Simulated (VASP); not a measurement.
# TaN (P-6m2) in VASP: electric field gradients with PBEsol

Aim: the electric field gradients of TaN with PBEsol.

Program: VASP 6.6.1. These are calculated values, not measurements. Logs are shortened: lines on timing, memory, paths and dates and some standing lists are left out, and cuts for length are marked.

### 1 The cell of the first run

It takes space group P-6m2 (No. 187, hexagonal). The conventional cell has a = 2.924 Å, b = 2.924 Å, c = 2.870 Å, α = 90.00°, β = 90.00°, γ = 120.00°. Ta (site symmetry -6m2) has 6 N at 2.22 Å and 8 Ta at 2.87 to 2.92 Å within 3.0 Å. Within 3.0 Å of N (site symmetry -6m2) lie 6 Ta at 2.22 Å and 8 N at 2.87 to 2.92 Å.

### 2 Electric field gradients, PBEsol

Contents of INCAR:

```
PREC     = Accurate       # precision mode
ENCUT    = 520            # plane-wave cutoff, eV
EDIFF    = 1E-8           # SCF threshold, eV
ISMEAR   = -1             # smearing method
SIGMA    = 0.15           # smearing width, eV
LREAL    = F              # projectors in reciprocal space
LASPH    = T              # aspherical terms in the spheres
NELM     = 120            # most SCF steps
ALGO     = Normal         # electronic algorithm
ISIF     = 2              # what is computed and relaxed
LWAVE    = F              # write WAVECAR
LCHARG   = F              # write CHGCAR
GGA      = PS             # functional
LEFG     = T            
NBANDS   = 16             # bands
GGA_COMPAT= F
```

Contents of KPOINTS:

```
Automatic mesh
0
Gamma
  18 18 14
```

Contents of POSCAR:

```
TaN
1.0
    2.9242701624      0.0000000000      0.0000000000
   -1.4621350812      2.5324922482      0.0000000000
    0.0000000000      0.0000000000      2.8701686366
Ta N
1 1
Direct
    0.3333333333      0.6666666667      0.5000000000
    0.0000000000      0.0000000000      0.0000000000
```

Potentials or basis: VASP PAW PBE potentials, release 64 (Ta_sv_GW, N).

Launch:

```
cat potpaw_PBE.64/Ta_sv_GW/POTCAR potpaw_PBE.64/N/POTCAR > POTCAR
mpirun -np 1 vasp_std > vasp.out
```

OUTCAR:

```text
PREC = Accurate
   ENCUT = 520
   EDIFF = 1E-8
   ISMEAR = -1
   LREAL = F
   LASPH = T
   NELM = 120
   ISIF = 2
   GGA = PS

 ion  position               nearest neighbor table
   1  0.333  0.667  0.500-   2 2.22   2 2.22   2 2.22   2 2.22   2 2.22   2 2.22
   2  0.000  0.000  0.000-   1 2.22   1 2.22   1 2.22   1 2.22   1 2.22   1 2.22

  LATTYP: Found a hexagonal cell.
 ALAT       =     2.9242701624
 C/A-ratio  =     0.9814991356

  Lattice vectors:

 A1 = (   2.9242701624,   0.0000000000,   0.0000000000)
 A2 = (  -1.4621350812,   2.5324922482,   0.0000000000)
 A3 = (   0.0000000000,   0.0000000000,   2.8701686366)

Analysis of symmetry for initial positions (statically):
=====================================================================
 Subroutine PRICEL returns:
 Original cell was already a primitive cell.

 Routine SETGRP: Setting up the symmetry group for a
 hexagonal supercell.

 Subroutine GETGRP returns: Found 12 space group operations
 (whereof 12 operations were pure point group operations)
 out of a pool of 24 trial point group operations.

The static configuration has the point symmetry D_3h.

Analysis of symmetry for dynamics (positions and initial velocities):
=====================================================================
 Subroutine PRICEL returns:
 Original cell was already a primitive cell.

 Routine SETGRP: Setting up the symmetry group for a
 hexagonal supercell.

 Subroutine GETGRP returns: Found 12 space group operations
 (whereof 12 operations were pure point group operations)
 out of a pool of 24 trial point group operations.

The dynamic configuration has the point symmetry D_3h.

 Subroutine INISYM returns: Found 12 space group operations
 (whereof 12 operations are pure point group operations),
 and found     1 'primitive' translations

----------------------------------------------------------------------------------------

                                     Primitive cell

  volume of cell :      21.2556

  direct lattice vectors                    reciprocal lattice vectors
     2.924270162  0.000000000  0.000000000     0.341965668  0.197433971  0.000000000
    -1.462135081  2.532492248  0.000000000     0.000000000  0.394867941  0.000000000
[... 125 lines left out ...]
 Free energy of the ion-electron system (eV)
  ---------------------------------------------------
  ext. energy  EPLUGINS =         0.00000000
  ---------------------------------------------------
  free energy    TOTEN  =       -26.34126239 eV

  energy without entropy =      -26.33139043  energy(sigma->0) =      -26.33632641

 E-fermi :  12.5231     XC(G=0): -13.9477

 val. band max:       12.4986618477   @ k =   0.0556  -0.0000   0.5000
 cond. band min:      12.5272559830   @ k =   0.0556  -0.0000   0.4286
 fundamental gap:      0.0285941353
 Fermi energy:        12.5231472710

 k-point     1 :       0.0000    0.0000    0.0000
  band No.  band energies     occupation
      1     -55.9472      2.00000
      2     -22.2315      2.00000
      3     -21.9636      2.00000
      4     -21.9636      2.00000
      5      -5.3288      2.00000
      6       7.8693      2.00000
[... 433 lines left out ...]
      3     -22.2844      2.00000
      4     -22.0791      2.00000
      5      -2.9506      2.00000
      6       4.3157      2.00000
[... 8 lines left out ...]
     15      24.7113      0.00000
     16      28.2858      0.00000

 [... further k-points ...]

------------------------ aborting loop because EDIFF is reached ----------------------------------------

  FORCE on cell =-STRESS in cart. coord.  units (eV):
  Direction    XX          YY          ZZ          XY          YZ          ZX
  --------------------------------------------------------------------------------------
  -------------------------------------------------------------------------------------
  Total       -0.0341343     -0.0341343     -0.0175896      0.0000000     -0.0000000      0.0000000
  in kB       -2.5729309     -2.5729309     -1.3258493      0.0000000     -0.0000000      0.0000000
  external PRESSURE =      -2.1572370 kB  Pullay stress =       0.0000000 kB

 VOLUME and BASIS-vectors are now :
 -----------------------------------------------------------------------------
  energy-cutoff  :      520.00
  volume of cell :       21.26
      direct lattice vectors                 reciprocal lattice vectors
     2.924270162  0.000000000  0.000000000     0.341965668  0.197433971  0.000000000
    -1.462135081  2.532492248  0.000000000     0.000000000  0.394867941  0.000000000
     0.000000000  0.000000000  2.870168637     0.000000000  0.000000000  0.348411584

 POSITION                                       TOTAL-FORCE (eV/Angst)
 -----------------------------------------------------------------------------------
     -0.00000      1.68833      1.43508        -0.000000      0.000000      0.000000
      0.00000      0.00000      0.00000         0.000000     -0.000000      0.000000
 -----------------------------------------------------------------------------------
    total drift:                                0.000000     -0.000000     -0.000000

  FREE ENERGIE OF THE ION-ELECTRON SYSTEM (eV)
  ---------------------------------------------------
  free  energy   TOTEN  =       -26.3412623907 eV

  energy  without entropy=      -26.3313904286  energy(sigma->0) =      -26.33632641

 Electric field gradients (V/A^2)
---------------------------------------------------------------------
 ion       V_xx      V_yy      V_zz      V_xy      V_xz      V_yz
---------------------------------------------------------------------
   1     -15.403   -15.403    30.807    -0.000     0.000    -0.000
   2      -0.119    -0.118     0.238     0.001     0.000     0.000
---------------------------------------------------------------------

 Electric field gradients after diagonalization (V/A^2)
 (convention: |V_zz| > |V_xx| > |V_yy|)
----------------------------------------------------------------------
 ion       V_xx      V_yy      V_zz     asymmetry (V_yy - V_xx)/ V_zz
----------------------------------------------------------------------
   1     -15.404   -15.403    30.807       0.000
   2      -0.120    -0.118     0.238       0.009
----------------------------------------------------------------------

           NMR quadrupolar parameters

 Cq : quadrupolar parameter    Cq=e*Q*V_zz/h
 eta: asymmetry parameters     (V_yy - V_xx)/ V_zz
 Q  : nuclear electric quadrupole moment in mb (millibarn)
----------------------------------------------------------------------
 ion       Cq(MHz)       eta       Q (mb)
----------------------------------------------------------------------
   1       0.074       0.000       1.000
   2       0.001       0.009       1.000
----------------------------------------------------------------------
```

Wall time 92 s (1 thread of Intel Xeon Platinum 8259CL at 2.50GHz (Skylake/Cascade Lake), shared host); peak memory 0.24 GiB.

What came out:

```yaml
Free_energy: -26.3413 eV
Pressure: -0.2 GPa
Band_gap_on_the_k_mesh: zero (bands 9 and 10 overlap by 0.34 eV)
Largest_electric_field_gradient_by_atom: Ta +30.8; N +0.2 V/Å²
```

Levels at points of the mesh, in eV from the Fermi level:
```tsv
k point	band 7	band 8	band 9	band 10	band 11	band 12
(0.00, 0.00, 0.00)	-4.65	-4.31	-2.96	2.27	3.62	3.62
(0.50, 0.00, 0.00)	-5.30	-3.58	-3.22	3.02	4.09	5.24
(0.00, 0.00, 0.50)	-3.82	-3.82	-0.14	-0.14	2.43	3.30
(0.50, 0.00, 0.50)	-6.28	-5.80	-0.34	4.22	5.45	6.17
```

Electric field gradients, principal values (V/Å²):
| atom | least | middle | greatest (by size) |
| --- | --- | --- | --- |
| 1 Ta | -15.403 | -15.404 | 30.807 |
| 2 N | -0.118 | -0.120 | 0.238 |

Caveat: without QUAD_EFG the Cq values of the log hold for a quadrupole moment of 1 mb, not for the nuclei; the PAW data sets were made with another functional, which shifts forces and pressure a little; spin-orbit coupling is left out, which moves the levels of the heavy elements.

The gap in the log of VASP goes by the Fermi energy; the results here count the filled bands.